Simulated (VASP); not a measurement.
Here is a VASP 6.6.1 calculation.

The input INCAR:

```
PREC     = Accurate       # precision mode
ENCUT    = 840            # plane-wave cutoff, eV
EDIFF    = 1E-6           # SCF threshold, eV
ISMEAR   = 0              # smearing method
SIGMA    = 0.01           # smearing width, eV
LREAL    = F              # projectors in reciprocal space
LASPH    = T              # aspherical terms in the spheres
NELM     = 120            # most SCF steps
ALGO     = Normal         # electronic algorithm
ISIF     = 2              # what is computed and relaxed
LWAVE    = F              # write WAVECAR
LCHARG   = F              # write CHGCAR
GGA      = PE             # functional
NBANDS   = 15             # bands
GGA_COMPAT= F
```

KPOINTS

```
regular mesh
0
Gamma
  9 9 9
```

POSCAR

```
MgO
1.0
    0.0000000000      2.1380000000      2.1380000000
    2.1380000000      0.0000000000      2.1380000000
    2.1380000000      2.1380000000      0.0000000000
Mg O
1 1
Direct
    0.0000000000      0.0000000000      0.0000000000
    0.5000000000      0.5000000000      0.5000000000
```

Potentials or basis: VASP PAW PBE potentials, release 64 (Mg_sv, O).

Command:

```console
$ cat potpaw_PBE.64/Mg_sv/POTCAR potpaw_PBE.64/O/POTCAR > POTCAR
$ mpirun -np 1 vasp_std > vasp.out
```

Problem. What does it give for the pressure?

Solution. -2.2 GPa.

Problem. What does it give for the band gap on the k mesh?

Solution. 4.31 eV.

As with any semilocal functional, this PBE gap is likely too small.
